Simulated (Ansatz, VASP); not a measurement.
# One calculation of HfPb4O, two programs

```xyz
6
Lattice="0.0000 4.1431 4.1431 4.1431 0.0000 4.1431 4.1431 4.1431 0.0000" Properties=species:S:1:pos:R:3 pbc="T T T"
Hf    0.0000    0.0000    0.0000
Pb    3.1221    5.1640    5.1640
Pb    3.1221    3.1221    3.1221
Pb    5.1640    3.1221    5.1640
Pb    5.1640    5.1640    3.1221
O     4.1431    4.1431    4.1431
```

Change from the starting cell: species swapped into the LiBH4 type (F-43m, No. 216).

Alike in both runs: task relaxation of cell and atoms; functional PBE; k mesh 4 × 4 × 4; occupations gaussian, width 0.1 eV; no spin polarisation.

|  | VASP | Ansatz |
| --- | --- | --- |
| version | VASP 6.6.1 | Ansatz 0.2.0 |
| potentials or method | VASP PAW PBE potentials, release 64 (Hf_pv, Pb_d, O), cutoff 600 eV | scalar-relativistic, plane waves, PAW |
| valence electrons in the cell | 72 | 88 |

Ansatz gave:

* gap on the k mesh at the Fermi level, each at its own relaxed structure (eV): none
* relaxed volume (Å³/atom): 37.87
* relaxed cell length with the largest relative difference (Å): 6.850

**Question.** What did VASP give for the same quantities?

**Answer.** gap on the k mesh at the Fermi level, each at its own relaxed structure (eV): none; relaxed volume (Å³/atom): 37.59; relaxed cell length with the largest relative difference (Å): 6.832.

A gap of «none» marks a metal or a gap that the smearing closes. VASP's potentials hold 72 valence electrons a cell and Ansatz's 88, so a difference there can come from the potentials and not from the codes.

Neither program's run includes spin-orbit coupling. Noted on VASP's run: the volume moved by over 15 % at a fixed basis, so the end points are rough.
